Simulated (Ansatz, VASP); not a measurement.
Two plane-wave programs on CrFe5Br

```
CELL_PARAMETERS angstrom
3.54316 0.00000 0.00000
0.00000 3.54316 0.00000
0.00000 0.00000 7.82000
ATOMIC_POSITIONS crystal
Cr 0.50000 0.50000 0.00000
Fe 0.00000 0.00000 0.00000
Fe 0.50000 0.00000 0.78007
Fe 0.00000 0.50000 0.78007
Fe 0.50000 0.00000 0.21993
Fe 0.00000 0.50000 0.21993
Br 0.00000 0.00000 0.50000
```

Change from the starting cell: species swapped into the CdPPd5 type (P4/mmm, No. 123).

Alike in both runs: functional PBE; k mesh 6 × 6 × 2; occupations gaussian, width 0.1 eV; collinear spin.

Ansatz relaxed the structure, and its values are those at the end. VASP's run is a single point on that final structure, the one shown.

|  | VASP | Ansatz |
| --- | --- | --- |
| version | VASP 6.6.1 | Ansatz 0.2.0 |
| potentials or method | VASP PAW PBE potentials, release 64 (Cr_pv, Fe, Br), cutoff 600 eV | scalar-relativistic, plane waves, PAW |
| valence electrons in the cell | 59 | 101 |

Ansatz gave:

```
gap on the k mesh at the Fermi level (eV)                     : none
pressure (GPa)                                                : 0.1
rms of the force components (eV/Å)                            : 0.007
net moment per atom (μB)                                      : 1.04
size of the moment on the site where the two differ most (μB) : 1.66
```

**Question.** Which values does VASP return?

**Answer.** gap on the k mesh at the Fermi level (eV): none; pressure (GPa): 0.1; rms of the force components (eV/Å): 0.015; net moment per atom (μB): 1.05; size of the moment on the site where the two differ most (μB): 1.86.

Site moments also hang on the region over which each program counts them. A gap of «none» marks a metal or a gap that the smearing closes. VASP's potentials hold 59 valence electrons a cell and Ansatz's 101, so a difference there can come from the potentials and not from the codes.

The k mesh is coarse, so the values compare programs but aren't converged.
